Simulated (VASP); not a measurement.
## ZnSe: single point with r2SCAN

The system is ZnSe.

```xyz
2
Lattice="3.3252 0.0000 0.0000 0.0000 3.3252 0.0000 0.0000 0.0000 3.3252" Properties=species:S:1:pos:R:3 pbc="T T T"
Zn    0.0000    0.0000    0.0000
Se    1.6626    1.6626    1.6626
```

```
Program             : VASP 6.6.1
Task                : single point
Functional          : r2SCAN
Potentials or basis : VASP PAW PBE potentials, release 64 (Zn, Se)
Cutoff              : 550 eV
k mesh              : 6 × 6 × 6
Occupations         : fermi-dirac, width 0.02 eV
Spin                : no spin polarisation
```

```json
{
 "Pressure": "-0.2 GPa",
 "Band gap on the k mesh": "zero (bands 9 and 10 overlap by 1.04 eV)"
}
```

Levels at points of the mesh, in eV from the Fermi level:
```
           k point  band 6  band 7  band 8  band 9  band 10  band 11  band 12  band 13
(0.00, 0.00, 0.00)   -7.08   -1.24   -1.24   -1.24    -0.69     6.36     6.36    12.03
(0.50, 0.00, 0.00)   -7.07   -6.49    0.24    0.24     3.92     4.83     7.08     7.08
(0.50, 0.50, 0.00)   -6.93   -5.30   -5.30   -1.86     0.70     8.64     8.64     9.47
(0.50, 0.50, 0.50)   -6.96   -2.83   -2.83   -2.83     1.41     1.41     1.41     1.58
```

It took 2.5 min on 1 thread of Intel Xeon 8259CL, on a shared host, peak memory 0.14 GiB.

Caveat: the structure was generated, so it needn't be the stable form of ZnSe; the PAW data sets were made with another functional, which shifts forces and pressure a little.
